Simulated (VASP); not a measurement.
Set up this calculation in VASP 6.6.1, as the native input.

- Task: single point
- Functional: LDA
- Potentials or basis: VASP PAW LDA potentials, release 64 (Si)
- Cutoff: 520 eV
- k mesh: 10 × 10 × 10
- Occupations: gaussian, width 0.03 eV
- Spin: no spin polarisation
- Dipole correction: no
- Further INCAR settings: ALGO = Normal; EDIFF = 1e-07; NBANDS = 16

The structure of Si lies in POSCAR:

```
Si
1.0
   -3.3012718576      3.3012718576      1.9083649472
    3.3012718576     -3.3012718576      1.9083649472
    3.3012718576      3.3012718576     -1.9083649472
Si
4
Direct
    0.1788433299      0.1788433299      0.3576866599
    0.8211566701      0.8211566701      0.6423133401
    0.1788433299      0.8211566701      0.0000000000
    0.8211566701      0.1788433299      0.0000000000
```

The input as run:

INCAR

```
PREC = Accurate ; ENCUT = 520
EDIFF = 1E-7 ; ISMEAR = 0
SIGMA = 0.03 ; LREAL = F
LASPH = T ; NELM = 60
ALGO = Normal ; ISIF = 2
LWAVE = F ; LCHARG = F
GGA = CA ; NBANDS = 16
```

KPOINTS

```
regular mesh
0
Gamma
  10 10 10
```

Potentials or basis: VASP PAW LDA potentials, release 64 (Si).

Command:

```sh
$ cat potpaw_LDA.64/Si/POTCAR > POTCAR
$ mpirun -np 1 vasp_std > vasp.out
```

Results of the run:

```
Pressure               : 0.1 GPa
Band gap on the k mesh : 0.20 eV, indirect (least direct gap 0.26 eV)
```

Wall time 3.7 min on 1 thread of AMD EPYC 7R13 Processor (Zen 3), with other jobs on the host, peak memory 0.21 GiB.
